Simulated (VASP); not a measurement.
A run of VASP 6.6.1:

INCAR

```
SYSTEM = Pd
ALGO     = Normal         ! electronic algorithm
EDIFF    = 1E-6           ! SCF threshold, eV
ENCUT    = 520            ! plane-wave cutoff, eV
GGA      = PE             ! functional
ISIF     = 2              ! what is computed and relaxed
ISMEAR   = -1             ! smearing method
LASPH    = .TRUE.         ! aspherical terms in the spheres
LCHARG   = .FALSE.        ! write CHGCAR
LREAL    = .FALSE.        ! projectors in reciprocal space
LWAVE    = .FALSE.        ! write WAVECAR
NBANDS   = 17             ! bands
NELM     = 60             ! most SCF steps
PREC     = Accurate       ! precision mode
SIGMA    = 0.1            ! smearing width, eV
```

KPOINTS

```
k-points
0
G
  11 11 11
  0 0 0
```

Contents of POSCAR:

```
Pd
1.0
    0.0000000000      2.9436713208      2.9436713208
    2.9436713208      0.0000000000      2.9436713208
    2.9436713208      2.9436713208      0.0000000000
Pd
2
Direct
    0.1250000000      0.1250000000      0.1250000000
    0.8750000000      0.8750000000      0.8750000000
```

Potentials or basis: VASP PAW PBE potentials, release 64 (Pd).

The run is started by

```sh
$ cat potpaw_PBE.64/Pd/POTCAR > POTCAR
$ mpirun -np 1 vasp_std > vasp.out
```

Hardware: 1 thread of AMD EPYC 9R45 96-Core Processor (Zen 5), with other jobs on the host.

Estimate the wall time of this run.

Wall time 22 s on 1 thread of AMD EPYC 9R45 96-Core Processor (Zen 5), with other jobs on the host, peak memory 0.16 GiB. Counts: scf iterations 11, k points 56.
